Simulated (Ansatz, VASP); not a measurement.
## TiH: VASP beside Ansatz

```xyz
4
Lattice="2.9475 0.0000 0.0000 0.0000 2.9475 0.0000 0.0000 0.0000 4.5681" Properties=species:S:1:pos:R:3 pbc="T T T"
Ti    1.4737    0.0000    2.2841
Ti    0.0000    1.4737    0.0000
H     0.0000    0.0000    1.1420
H     0.0000    0.0000    3.4261
```

Alike in both runs: task single point; functional LDA; k mesh 8 × 8 × 5; occupations fermi-dirac, width 0.15 eV; no spin polarisation.

|  | VASP | Ansatz |
| --- | --- | --- |
| version | VASP 6.6.1 | Ansatz 0.2.0 |
| potentials or method | VASP PAW LDA potentials, release 64 (Ti_sv, H), cutoff 520 eV | plane waves, PAW |
| valence electrons in the cell | 26 | 26 |

Ansatz gave:

* pressure (GPa): -6.4
* traceless stress, the component that is largest in VASP (GPa): 0.58

**Question.** What did VASP give for the same quantities?

**Answer.** Pressure (GPa): -6.2; traceless stress, the component that is largest in VASP (GPa): 0.63.

LDA's correlation is that of Perdew and Zunger in VASP and of Perdew and Wang (1992) in Ansatz. Ansatz's warnings: stress scf threshold loose.
